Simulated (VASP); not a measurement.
The system is Lu3BeH3.

```xyz
7
Lattice="6.0941 0.0000 0.0000 0.0000 6.0941 0.0000 0.0000 0.0000 6.0941" Properties=species:S:1:pos:R:3 pbc="T T T"
Lu    3.0471    0.0000    0.0000
Lu    0.0000    3.0471    0.0000
Lu    0.0000    0.0000    3.0471
Be    0.0000    0.0000    0.0000
H     0.0000    3.0471    3.0471
H     3.0471    0.0000    3.0471
H     3.0471    3.0471    0.0000
```

The cell was built from a structure type or drawn by symmetry, and may not be a known phase.

- Program: VASP 6.6.1
- Task: relaxation of cell and atoms
- Functional: PBE
- Potentials or basis: VASP PAW PBE potentials, release 64 (Lu, Be, H)
- Cutoff: 600 eV
- k mesh: 4 × 4 × 4
- Occupations: gaussian, width 0.1 eV
- Spin: no spin polarisation

At the start: pressure -10.4 GPa; volume 32.33 Å³/atom.

Q: How do energy, volume and symmetry change on relaxing?

A: Over 5 steps the energy falls by 700.6 meV/atom and the volume is 18.28 Å³/atom (-43.5 %); space group Pm-3m (No. 221, to 0.1 Å) before and after.

Step by step:
| step | energy change (eV) | largest force (eV/Å) | pressure (GPa) | volume (Å³) |
| --- | --- | --- | --- | --- |
| 1 | 0.0000 | 0.0000 | -10.42 | 226.33 |
| 2 | -3.7836 | 0.0000 | -7.99 | 164.20 |
| 3 | -4.8134 | 0.0000 | -2.77 | 136.57 |
| 4 | -4.9041 | 0.0000 | 0.51 | 126.30 |
| 5 | -4.9043 | 0.0000 | -0.27 | 127.93 |

Final structure:
```
Lu Be H
1.0
     5.03882    0.00000    0.00000
     0.00000    5.03882    0.00000
     0.00000    0.00000    5.03882
Lu Be H
3 1 3
Direct
  0.50000 0.00000 0.00000
  0.00000 0.50000 0.00000
  0.00000 0.00000 0.50000
  0.00000 0.00000 0.00000
  0.00000 0.50000 0.50000
  0.50000 0.00000 0.50000
  0.50000 0.50000 0.00000
```

Caveat: the volume moved by over 15 % at a fixed basis, so the end points are rough.
